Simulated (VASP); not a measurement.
Nb, 2 atoms in the cell. It takes space group P6_3/mmc (No. 194, hexagonal). The conventional cell has a = 2.839 Å, b = 2.839 Å, c = 5.314 Å, α = 90.00°, β = 90.00°, γ = 120.00°. Nb (site symmetry -6m2) has 12 Nb at 2.84 to 3.12 Å within 3.7 Å. This isn't the form of Nb at room conditions, which is bcc.

```yaml
Program: VASP 6.6.1
Task: single point
Functional: r2SCAN
Potentials_or_basis: VASP PAW PBE potentials, release 64 (Nb_sv)
Cutoff: 520 eV
k_mesh: 9 × 9 × 4
Occupations: gaussian, width 0.1 eV
Spin: no spin polarisation
Dipole_correction: no
Further_INCAR_settings: ALGO = Normal; EDIFF = 1e-07; NBANDS = 20
```

Potentials or basis: VASP PAW PBE potentials, release 64 (Nb_sv).

Launch:

```console
$ cat potpaw_PBE.64/Nb_sv/POTCAR > POTCAR
$ cp INCAR.step1 INCAR
$ mpirun -np 1 vasp_std > vasp.out
$ cp INCAR.step2 INCAR
$ mpirun -np 1 vasp_std > vasp.out
```

Hardware: 1 thread of Intel(R) Xeon(R) Platinum 8259CL CPU @ 2.50GHz (Skylake/Cascade Lake) (shared host).

Task: Estimate the wall time of this run.

Result: It took 82 s on 1 thread of Intel(R) Xeon(R) Platinum 8259CL CPU @ 2.50GHz (Skylake/Cascade Lake) (shared host), peak memory 0.17 GiB. Counts: k points 36.
